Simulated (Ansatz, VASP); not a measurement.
## LaZn in VASP and in Ansatz

File INCAR:

```
PREC = Accurate
ENCUT = 520
EDIFF = 1E-8
ISMEAR = -1
SIGMA = 0.05
LREAL = False
LASPH = True
NELM = 100
ALGO = Normal
ISIF = 2
LWAVE = False
LCHARG = False
LEFG = True
NBANDS = 18
```

Contents of KPOINTS:

```
Automatic mesh
0
Gamma
  9 9 9
```

File POSCAR:

```
LaZn
1.0
    3.7374581003      0.0000000000      0.0000000000
    0.0000000000      3.7374581003      0.0000000000
    0.0000000000      0.0000000000      3.7374581003
La Zn
1 1
Direct
    0.5000000000      0.5000000000      0.5000000000
    0.0000000000      0.0000000000      0.0000000000
```

Input for Ansatz:

```yaml
crystal:
  lattice:
    - [3.7374581003, 0.0, 0.0]
    - [0.0, 3.7374581003, 0.0]
    - [0.0, 0.0, 3.7374581003]
  atoms:
    - { symbol: La, position: [0.5, 0.5, 0.5] }
    - { symbol: Zn, position: [0.0, 0.0, 0.0] }
kpoints:
  mp_grid: { grid: [9, 9, 9] }
scf:
  occupations: { method: fermi_dirac, width: 0.05 }
hamiltonian:
  xc: lda
  pseudopotentials: { kind: all_electron, datasets: crystal }
output:
  forces: true
  stress: true
  eigenvalues: true
  efg: { contact_densities: true }
```

Change from the starting cell: volume scaled by 0.99, crystal datasets.

Alike in both runs: task electric field gradients; functional LDA; k mesh 9 × 9 × 9; occupations fermi-dirac, width 0.05 eV; no spin polarisation.

|  | VASP | Ansatz |
| --- | --- | --- |
| version | VASP 6.6.1 | Ansatz 0.2.0 |
| potentials or method | VASP PAW LDA potentials, release 64 (La, Zn), cutoff 520 eV | all-electron PAW with datasets made for the crystal, scalar-relativistic |

|  | VASP | Ansatz | Ansatz less VASP |
| --- | --- | --- | --- |
| pressure (GPa) | -3.6 | -3.6 | -0.03 |

LDA's correlation is that of Perdew and Zunger in VASP and of Perdew and Wang (1992) in Ansatz. Ansatz ran all-electron here, and VASP with PAW potentials.

Neither program's run includes spin-orbit coupling.
